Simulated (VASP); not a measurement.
# ZnCu2 (P-3m1) in VASP: single point with PBEsol

Aim: the single point of ZnCu2 with PBEsol.

Everything below comes from runs of VASP 6.6.1. Logs are shortened: lines on timing, memory, paths and dates and some standing lists are left out, and cuts for length are marked.

## 1. The cell of the first run

The structure is trigonal, space group P-3m1 (No. 164). The conventional cell has a = 2.584 Å, b = 2.584 Å, c = 6.293 Å, α = 90.00°, β = 90.00°, γ = 120.00°. Within 3.4 Å of Zn (site symmetry -3m) lie 6 Zn at 2.58 Å and 6 Cu at 2.60 Å. Within 3.3 Å of Cu (site symmetry 3m) lie 9 Cu at 2.53 to 2.58 Å and 3 Zn at 2.60 Å.

## 2. Single point, PBEsol

The input, INCAR:

```
PREC = Accurate
ENCUT = 820
EDIFF = 1E-6
ISMEAR = 0
SIGMA = 0.1
LREAL = F
LASPH = T
NELM = 120
ALGO = Normal
ISIF = 2
LWAVE = F
LCHARG = T
GGA = PS
LELF = T
LVHAR = T
NBANDS = 32
GGA_COMPAT = F
```

The input, KPOINTS:

```
Automatic mesh
0
Gamma
  18 18 8
```

The input, POSCAR:

```
ZnCu2
1.0
    2.5838256049      0.0000000000      0.0000000000
   -1.2919128025      2.2376586128      0.0000000000
    0.0000000000      0.0000000000      6.2933738000
Zn Cu
1 2
Direct
    0.0000000000      0.0000000000      0.0000000000
    0.3333333333      0.6666666667      0.6621414900
    0.6666666667      0.3333333333      0.3378585100
```

Potentials or basis: VASP PAW PBE potentials, release 64 (Zn, Cu_sv_GW).

The run is started by

```console
$ cat potpaw_PBE.64/Zn/POTCAR potpaw_PBE.64/Cu_sv_GW/POTCAR > POTCAR
$ mpirun -np 1 vasp_std > vasp.out
```

OUTCAR:

```text
PREC = Accurate
   ENCUT = 820
   EDIFF = 1E-6
   ISMEAR = 0
   LREAL = F
   LASPH = T
   NELM = 120
   ISIF = 2
   GGA = PS

 ion  position               nearest neighbor table
   1  0.000  0.000  0.000-   2 2.60   3 2.60   3 2.60   2 2.60   3 2.60   2 2.60
   2  0.333  0.667  0.662-   3 2.53   3 2.53   3 2.53   1 2.60   1 2.60   1 2.60
   3  0.667  0.333  0.338-   2 2.53   2 2.53   2 2.53   1 2.60   1 2.60   1 2.60

  LATTYP: Found a hexagonal cell.
 ALAT       =     2.5838256049
 C/A-ratio  =     2.4356805614

  Lattice vectors:

 A1 = (   2.5838256049,   0.0000000000,   0.0000000000)
 A2 = (  -1.2919128025,   2.2376586128,   0.0000000000)
 A3 = (   0.0000000000,   0.0000000000,   6.2933738000)

Analysis of symmetry for initial positions (statically):
=====================================================================
 Subroutine PRICEL returns:
 Original cell was already a primitive cell.

 Routine SETGRP: Setting up the symmetry group for a
 hexagonal supercell.

 Subroutine GETGRP returns: Found 12 space group operations
 (whereof 12 operations were pure point group operations)
 out of a pool of 24 trial point group operations.

The static configuration has the point symmetry D_3d.

Analysis of symmetry for dynamics (positions and initial velocities):
=====================================================================
 Subroutine PRICEL returns:
 Original cell was already a primitive cell.

 Routine SETGRP: Setting up the symmetry group for a
 hexagonal supercell.

 Subroutine GETGRP returns: Found 12 space group operations
 (whereof 12 operations were pure point group operations)
 out of a pool of 24 trial point group operations.

The dynamic configuration has the point symmetry D_3d.

 Subroutine INISYM returns: Found 12 space group operations
 (whereof 12 operations are pure point group operations),
 and found     1 'primitive' translations

----------------------------------------------------------------------------------------

                                     Primitive cell

  volume of cell :      36.3865

  direct lattice vectors                    reciprocal lattice vectors
     2.583825605  0.000000000  0.000000000     0.387023024  0.223447847  0.000000000
    -1.291912802  2.237658613  0.000000000     0.000000000  0.446895695  0.000000000
     0.000000000  0.000000000  6.293373800     0.000000000  0.000000000  0.158897283

  length of vectors
     2.583825605  2.583825605  6.293373800     0.446895695  0.446895695  0.158897283

  position of ions in fractional coordinates (direct lattice)
     0.000000000  0.000000000  0.000000000
     0.333333333  0.666666667  0.662141490
     0.666666667  0.333333333  0.337858510

  ion indices of the primitive-cell ions
   primitive index   ion index
                 1           1
                 2           2
                 3           3

----------------------------------------------------------------------------------------

 KPOINTS: Automatic mesh

Automatic generation of k-mesh.
 Grid dimensions read from file:
 generate k-points for:   18   18    8

 Generating k-lattice:

  Cartesian coordinates                     Fractional coordinates (reciprocal lattice)
     0.021501279  0.012413769  0.000000000     0.055555556  0.000000000  0.000000000
     0.000000000  0.024827539  0.000000000     0.000000000  0.055555556  0.000000000
     0.000000000  0.000000000  0.019862160     0.000000000  0.000000000  0.125000000

  Length of vectors
     0.024827539  0.024827539  0.019862160

  Shift w.r.t. Gamma in fractional coordinates (k-lattice)
     0.000000000  0.000000000  0.000000000

 Subroutine IBZKPT returns following result:
 ===========================================

 Found    266 irreducible k-points:

 Following reciprocal coordinates:
            Coordinates               Weight
  0.000000  0.000000  0.000000      1.000000
  0.055556  0.000000  0.000000      6.000000
  0.111111  0.000000  0.000000      6.000000
  0.166667 -0.000000  0.000000      6.000000
  0.222222 -0.000000  0.000000      6.000000
  0.277778  0.000000  0.000000      6.000000
[... 16 lines left out ...]
  0.333333  0.111111  0.000000     12.000000
  0.388889  0.111111  0.000000     12.000000
 [... further k-points ...]
   k-points           NKPTS =    266   k-points in BZ     NKDIM =    266   number of bands    NBANDS=     32
   number of dos      NEDOS =    301   number of ions     NIONS =      3
   total plane-waves  NPLWV =  34560
   dimension x,y,z NGX =    24 NGY =   24 NGZ =   60
   dimension x,y,z NGXF=    48 NGYF=   48 NGZF=  120
   ions per type =               1   2
   NGX,Y,Z   is equivalent  to a cutoff of  15.44, 15.44, 15.85 a.u.
   NGXF,Y,Z  is equivalent  to a cutoff of  30.88, 30.88, 31.70 a.u.
 SYSTEM =  unknown system
   PREC   = accura    normal or accurate (medium, high low for compatibility)
   ISTART =      0    job   : 0-new  1-cont  2-samecut
   ICHARG =      2    charge: 1-file 2-atom 10-const
   ISPIN  =      1    spin polarized calculation?
   LNONCOLLINEAR =      F non collinear calculations
   LSORBIT =      F    spin-orbit coupling
   LASPH  =      T    aspherical Exc in radial PAW
   ENCUT  =  820.0 eV  60.27 Ry    7.76 a.u.   6.03  6.03 14.69*2*pi/ulx,y,z
   NELM   =    120;   NELMIN=  2; NELMDL= -5     # of ELM steps
   EDIFF  = 0.1E-05   stopping-criterion for ELM
   LREAL  =      F    real-space projection
[... 7 lines left out ...]
   TEBEG  =    0.0;   TEEND  =   0.0 temperature during run
   PSTRESS=    0.0 pullay stress
   NELECT =      50.0000    total number of electrons
   NUPDOWN=      -1.0000    fix difference up-down
   EMIN   =  10.00;   EMAX   =-10.00  energy-range for DOS
   EFERMI =   0.00;   METHOD = LEGACY
   ISMEAR =     0;   SIGMA  =   0.10  broadening in eV -4-tet -1-fermi 0-gaus
   EFERMI_NEDOS =   21; number of points for ismear=-14 and -15
   IALGO  =     38    algorithm
   IMIX   =      4    mixing-type and parameters
     AMIX     =   0.40;   BMIX     =  1.00
     AMIX_MAG =   1.60;   BMIX_MAG =  1.00
  volume/ion in A,a.u.               =      12.13        81.85
  Fermi-wavevector in a.u.,A,eV,Ry     =   1.820056  3.439406 45.070690  3.312602
  Thomas-Fermi vector in A             =   2.876711
   LORBIT       =      0    0 simple, 1 ext, 2 COOP (PROOUT), +10 PAW based schemes
   GGA     = PS    functional components
   LHFCALC =     F    Hartree Fock is set to
   AEXX    =    0.0000 exact exchange contribution
   IVDW    =     0    specifies the selected vdW correction
   LEPSILON=     F    determine dielectric tensor
   LRPA    =     F    only Hartree local field effects (RPA)
 non-spin polarized calculation
 Gauss-broadening in eV      SIGMA  =   0.10
  energy-cutoff  :      820.00
  volume of cell :       36.39
 maximum number of plane-waves:      1977
   NGX = 13   NGY = 13   NGZ = 29

 number of electron      50.0000006 magnetization

 Free energy of the ion-electron system (eV)
  ---------------------------------------------------
  ext. energy  EPLUGINS =         0.00000000
  ---------------------------------------------------
  free energy    TOTEN  =       -10.46450797 eV

  energy without entropy =      -10.46022098  energy(sigma->0) =      -10.46236447

 E-fermi :   6.3177     XC(G=0): -13.2401

 val. band max:        6.3119514034   @ k =  -0.1111   0.5000   0.1250
 cond. band min:       6.3214910770   @ k =   0.4444   0.0556   0.2500
 fundamental gap:      0.0095396737
 Fermi energy:         6.3177139710

 k-point     1 :       0.0000    0.0000    0.0000
  band No.  band energies     occupation
      1    -106.1248      2.00000
      2    -106.1163      2.00000
      3     -63.7068      2.00000
      4     -63.6472      2.00000
      5     -63.5955      2.00000
      6     -63.5955      2.00000
[... 24 lines left out ...]
     31      26.8581      0.00000
     32      27.1792      0.00000

 k-point     2 :       0.0556    0.0000    0.0000
  band No.  band energies     occupation
      1    -106.1243      2.00000
      2    -106.1161      2.00000
      3     -63.7062      2.00000
      4     -63.6473      2.00000
      5     -63.5974      2.00000
      6     -63.5960      2.00000
[... 24 lines left out ...]
     31      26.0087      0.00000
     32      27.3711      0.00000

 k-point     3 :       0.1111    0.0000    0.0000
  band No.  band energies     occupation
      1    -106.1235      2.00000
      2    -106.1156      2.00000
      3     -63.7045      2.00000
      4     -63.6483      2.00000
      5     -63.6032      2.00000
      6     -63.5979      2.00000
[... 24 lines left out ...]
     31      24.8496      0.00000
     32      25.1634      0.00000

 k-point     4 :       0.1667   -0.0000    0.0000
  band No.  band energies     occupation
      1    -106.1223      2.00000
      2    -106.1148      2.00000
      3     -63.7018      2.00000
      4     -63.6503      2.00000
      5     -63.6117      2.00000
      6     -63.6035      2.00000
[... 24 lines left out ...]
     31      22.4641      0.00000
     32      22.7791      0.00000

 k-point     5 :       0.2222   -0.0000    0.0000
  band No.  band energies     occupation
      1    -106.1206      2.00000
      2    -106.1140      2.00000
      3     -63.6986      2.00000
      4     -63.6537      2.00000
      5     -63.6215      2.00000
      6     -63.6147      2.00000
[... 584 lines left out ...]
     31      17.9287      0.00000
     32      18.2500      0.00000

 k-point    22 :       0.2778    0.1111    0.0000
  band No.  band energies     occupation
      1    -106.1165      2.00000
      2    -106.1121      2.00000
      3     -63.6909      2.00000
      4     -63.6660      2.00000
      5     -63.6400      2.00000
      6     -63.6352      2.00000
[... 24 lines left out ...]
     31      16.7284      0.00000
     32      17.0552      0.00000

 k-point    23 :       0.3333    0.1111    0.0000
  band No.  band energies     occupation
      1    -106.1150      2.00000
      2    -106.1116      2.00000
      3     -63.6884      2.00000
      4     -63.6721      2.00000
      5     -63.6455      2.00000
      6     -63.6405      2.00000
[... 24 lines left out ...]
     31      17.4541      0.00000
     32      18.0955      0.00000

 k-point    24 :       0.3889    0.1111    0.0000
  band No.  band energies     occupation
      1    -106.1140      2.00000
      2    -106.1113      2.00000
      3     -63.6867      2.00000
      4     -63.6769      2.00000
      5     -63.6479      2.00000
      6     -63.6446      2.00000
[... 24 lines left out ...]
     31      18.2097      0.00000
     32      19.2823      0.00000

 [... further k-points ...]

------------------------ aborting loop because EDIFF is reached ----------------------------------------

  FORCE on cell =-STRESS in cart. coord.  units (eV):
  Direction    XX          YY          ZZ          XY          YZ          ZX
  --------------------------------------------------------------------------------------
  -------------------------------------------------------------------------------------
  Total       -0.4829207     -0.4829207     -0.8064089      0.0000000      0.0000000     -0.0000000
  in kB      -21.2640425    -21.2640425    -35.5079275      0.0000000      0.0000000     -0.0000000
  external PRESSURE =     -26.0120042 kB  Pullay stress =       0.0000000 kB

 VOLUME and BASIS-vectors are now :
 -----------------------------------------------------------------------------
  energy-cutoff  :      820.00
  volume of cell :       36.39
      direct lattice vectors                 reciprocal lattice vectors
     2.583825605  0.000000000  0.000000000     0.387023024  0.223447847  0.000000000
    -1.291912802  2.237658613  0.000000000     0.000000000  0.446895695  0.000000000
     0.000000000  0.000000000  6.293373800     0.000000000  0.000000000  0.158897283

 POSITION                                       TOTAL-FORCE (eV/Angst)
 -----------------------------------------------------------------------------------
      0.00000      0.00000      0.00000         0.000000      0.000000     -0.000000
     -0.00000      1.49177      4.16710         0.000000      0.000000     -0.016497
      1.29191      0.74589      2.12627        -0.000000     -0.000000      0.016497
 -----------------------------------------------------------------------------------
    total drift:                                0.000000     -0.000000     -0.000000

  FREE ENERGIE OF THE ION-ELECTRON SYSTEM (eV)
  ---------------------------------------------------
  free  energy   TOTEN  =       -10.4645079675 eV

  energy  without entropy=      -10.4602209774  energy(sigma->0) =      -10.46236447
```

Run time: 7.4 min. Hardware: 1 thread of Intel Xeon Platinum 8488C (Sapphire Rapids), shared host; peak memory 0.69 GiB.

Results:

| Quantity | Value |
| --- | --- |
| Free energy | -10.4645 eV |
| Pressure | -2.6 GPa |
| Largest force | 0.016 eV/Å |
| Band gap on the k mesh | zero (bands 25 and 26 overlap by 4.14 eV) |

Forces on the atoms (eV/Å):
```
Zn   0.000  0.000  0.000
Cu   0.000  0.000 -0.016
Cu   0.000  0.000  0.016
```

Levels at points of the mesh, in eV from the Fermi level:
| k point | band 22 | band 23 | band 24 | band 25 | band 26 | band 27 | band 28 | band 29 |
| --- | --- | --- | --- | --- | --- | --- | --- | --- |
| (0.00, 0.00, 0.00) | -3.03 | -2.40 | -2.40 | -2.07 | -2.07 | 6.70 | 7.73 | 19.69 |
| (0.50, 0.00, 0.00) | -1.79 | -1.73 | -0.87 | -0.72 | 0.63 | 2.75 | 4.23 | 5.53 |
| (0.00, 0.00, 0.50) | -2.42 | -2.42 | -2.04 | -2.04 | -1.95 | 2.22 | 15.14 | 15.56 |
| (0.50, 0.00, 0.50) | -2.12 | -1.79 | -1.73 | -0.47 | 0.22 | 2.28 | 7.39 | 7.76 |

Caveat: the PAW data sets were made with another functional, which shifts forces and pressure a little.
